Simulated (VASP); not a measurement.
Write the native input for VASP 6.6.1 that does the following.

```
Task                   : single point
Functional             : PBE
Potentials or basis    : VASP PAW PBE potentials, release 64 (S, Ba_sv, Se)
Cutoff                 : 520 eV
k mesh                 : 6 × 6 × 4
Occupations            : gaussian, width 0.01 eV
Spin                   : no spin polarisation
Dipole correction      : no
Further INCAR settings : ALGO = Normal; EDIFF = 1e-07; NBANDS = 24
```

The structure of Ba2SeS lies in POSCAR:

```
Ba2SeS
1.0
    4.6244860782      0.0000000000      0.0000000000
    0.0000000000      4.6244860782      0.0000000000
    0.0000000000      0.0000000000      6.5412104340
S Ba Se
1 2 1
Direct
    0.0000000000      0.0000000000      0.0000000000
    0.0000000000      0.0000000000      0.5000000000
    0.5000000000      0.5000000000      0.0000000000
    0.5000000000      0.5000000000      0.5000000000
```

The input as run:

INCAR

```
SYSTEM = Ba2SeS
PREC = Accurate ; ENCUT = 520
EDIFF = 1E-7 ; ISMEAR = 0
SIGMA = 0.01 ; LREAL = .False.
LASPH = .True. ; NELM = 100
ALGO = Normal ; ISIF = 2
LWAVE = .False. ; LCHARG = .False.
GGA = PE ; NBANDS = 24
```

KPOINTS

```
regular mesh
0
Gamma
  6 6 4
  0 0 0
```

Potentials or basis: VASP PAW PBE potentials, release 64 (S, Ba_sv, Se).

Command:

```sh
$ cat potpaw_PBE.64/S/POTCAR potpaw_PBE.64/Ba_sv/POTCAR potpaw_PBE.64/Se/POTCAR > POTCAR
$ mpirun -np 1 vasp_std > vasp.out
```

It gave:

```
Pressure               : 0.6 GPa
Band gap on the k mesh : 2.01 eV, direct
```

Caveat: spin-orbit coupling is left out, which moves the levels of the heavy elements.

Wall time 110 s on 1 thread of Intel(R) Xeon(R) Platinum 8488C (Sapphire Rapids), with other jobs on the host, peak memory 0.3 GiB.
